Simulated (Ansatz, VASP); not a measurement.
## One calculation of Ni, two programs

```xyz
2
Lattice="2.6234 0.0000 0.0000 -1.3117 2.2719 0.0000 0.0000 0.0000 4.3164" Properties=species:S:1:pos:R:3 pbc="T T T"
Ni    0.0000    1.5146    1.0791
Ni    1.3117    0.7573    3.2373
```

Alike in both runs: task single point; functional BLYP; k mesh 16 × 16 × 9; occupations fermi-dirac, width 0.05 eV; collinear spin.

|  | VASP | Ansatz |
| --- | --- | --- |
| version | VASP 6.6.1 | Ansatz 0.2.0 |
| potentials or method | VASP PAW PBE potentials, release 64 (Ni), cutoff 520 eV | plane waves (420 eV) with PAW, scalar-relativistic |
| valence electrons in the cell | 20 | 36 |

|  | VASP | Ansatz | Ansatz less VASP |
| --- | --- | --- | --- |
| pressure (GPa) | -14.0 | -14.3 | -0.25 |
| traceless stress, the component that is largest in VASP (GPa) | 0.12 | 0.04 | -0.075 |
| net moment per atom (μB) | 0.65 | 0.68 | +0.027 |
| size of the moment on the site where the two differ most (μB) | 0.67 | 0.72 | +0.045 |

VASP's potentials were made for PBE, not for BLYP. Site moments also hang on the region over which each program counts them. VASP's potentials hold 20 valence electrons a cell and Ansatz's 36, so a difference there can come from the potentials and not from the codes.
